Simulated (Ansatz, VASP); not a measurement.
# RbBr in VASP and in Ansatz

The input POSCAR:

```
RbBr
1.0
    0.0346082605      3.4954343121      3.4954343121
    3.4954343121      0.0346082605      3.4954343121
    3.4954343121      3.4954343121      0.0346082605
Rb Br
1 1
Direct
    0.0000000000      0.0000000000      0.0000000000
    0.5000000000      0.5000000000      0.5000000000
```

File INCAR.step1:

```
SYSTEM = RbBr
PREC = Accurate
ENCUT = 520
ISMEAR = 0
SIGMA = 0.01
LREAL = .FALSE.
LASPH = .TRUE.
NELM = 80
NBANDS = 15
GGA = PE
ALGO = Normal
EDIFF = 1E-4
LWAVE = .TRUE.
LCHARG = .FALSE.
```

File INCAR.step2:

```
SYSTEM = RbBr
PREC = Accurate
ENCUT = 520
EDIFF = 1E-6
ISMEAR = 0
SIGMA = 0.01
LREAL = .FALSE.
LASPH = .TRUE.
NELM = 80
ALGO = Normal
ISIF = 2
LWAVE = .FALSE.
LCHARG = .FALSE.
METAGGA = R2SCAN
LMIXTAU = .TRUE.
NBANDS = 15
ISTART = 1
```

KPOINTS

```
Automatic mesh
0
G
  6 6 6
  0 0 0
```

Input for Ansatz:

```yaml
crystal:
  lattice:
    - [0.0346082605, 3.4954343121, 3.4954343121]
    - [3.4954343121, 0.0346082605, 3.4954343121]
    - [3.4954343121, 3.4954343121, 0.0346082605]
  atoms:
    - { symbol: Rb, position: [0.0, 0.0, 0.0] }
    - { symbol: Br, position: [0.5, 0.5, 0.5] }
kpoints:
  mp_grid: { grid: [6, 6, 6] }
  band_path:
    path:
      - [0.0, 0.0, 0.0]
      - [0.5, 0.0, 0.5]
      - [0.625, 0.25, 0.625]
      - [0.375, 0.375, 0.75]
      - [0.5, 0.5, 0.5]
      - [0.5, 0.25, 0.75]
    npoints: 1
hamiltonian:
  xc: r2scan
scf:
  occupations: { method: fixed }
  n_extra_bands: 4
output:
  forces: true
  stress: true
  eigenvalues: true
```

Change from the starting cell: shear_111 strain +1.5%.

Alike in both runs: task single point; functional r2SCAN; k mesh 6 × 6 × 6; no spin polarisation.

```csv
,VASP,Ansatz
version,VASP 6.6.1,Ansatz 0.2.0
potentials or method,"VASP PAW PBE potentials, release 64 (Rb_sv, Br)","plane waves, PAW"
plane-wave cutoff (eV),520,500
occupations,"gaussian, width 0.01 eV",fixed
valence electrons in the cell,16,16
```

```csv
,VASP,Ansatz,Ansatz less VASP
gap on the k mesh at the Fermi level (eV),4.85,4.85,0.000
pressure (GPa),-0.2,-0.2,-0.02
```

VASP's potentials were made for PBE, not for r2SCAN.
